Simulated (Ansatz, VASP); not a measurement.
## Two plane-wave programs on BP

Contents of POSCAR:

```
BP
1.0
    0.0000000000      2.1668950000      2.2690000000
    2.2690000000      0.0000000000      2.2690000000
    2.2690000000      2.1668950000      0.0000000000
B P
1 1
Direct
    0.0000000000      0.0000000000      0.0000000000
    0.7500000000      0.7500000000      0.7500000000
```

The input INCAR.step1:

```
SYSTEM = BP
PREC = Accurate
ENCUT = 520
ISMEAR = 0
SIGMA = 0.05
LREAL = .False.
LASPH = .True.
NELM = 60
NBANDS = 11
GGA = PE
ALGO = Normal
EDIFF = 1E-4
LWAVE = .True.
LCHARG = .False.
```

Contents of INCAR.step2:

```
SYSTEM = BP
PREC = Accurate
ENCUT = 520
EDIFF = 1E-6
ISMEAR = 0
SIGMA = 0.05
LREAL = .False.
LASPH = .True.
NELM = 60
ALGO = Normal
ISIF = 2
LWAVE = .False.
LCHARG = .True.
METAGGA = R2SCAN
LMIXTAU = .True.
LELF = .True.
LVHAR = .True.
NBANDS = 11
ISTART = 1
```

KPOINTS

```
regular mesh
0
Gamma
  10 10 10
  0 0 0
```

Input for Ansatz:

```yaml
crystal:
  lattice:
    - [0.0, 2.166895, 2.269]
    - [2.269, 0.0, 2.269]
    - [2.269, 2.166895, 0.0]
  atoms:
    - { symbol: B, position: [0.0, 0.0, 0.0] }
    - { symbol: P, position: [0.75, 0.75, 0.75] }
basis:
  ecutwfc: 500
kpoints:
  mp_grid: { grid: [10, 10, 10] }
hamiltonian:
  xc: r2scan
scf:
  occupations: { method: gaussian, width: 0.05 }
output:
  forces: true
  stress: true
  eigenvalues: true
```

Change from the starting cell: strain -0.0450 x Voigt [0, 1, 0, 0, 0, 0], atoms carried along.

Alike in both runs: task single point; functional r2SCAN; k mesh 10 × 10 × 10; occupations gaussian, width 0.05 eV; no spin polarisation.

|  | VASP | Ansatz |
| --- | --- | --- |
| version | VASP 6.6.1 | Ansatz 0.2.0 |
| potentials or method | VASP PAW PBE potentials, release 64 (B, P), cutoff 520 eV | scalar-relativistic, plane waves, PAW |
| valence electrons in the cell | 8 | 8 |

|  | VASP | Ansatz | Ansatz less VASP |
| --- | --- | --- | --- |
| gap on the k mesh at the Fermi level (eV) | 0.65 | 0.62 | -0.027 |
| least direct gap on the mesh (eV) | 3.22 | 3.19 | -0.038 |
| pressure (GPa) | 7.7 | 8.3 | +0.56 |
| traceless stress, the component that is largest in VASP (GPa) | 8.64 | 8.60 | -0.042 |

VASP's potentials were made for PBE, not for r2SCAN.
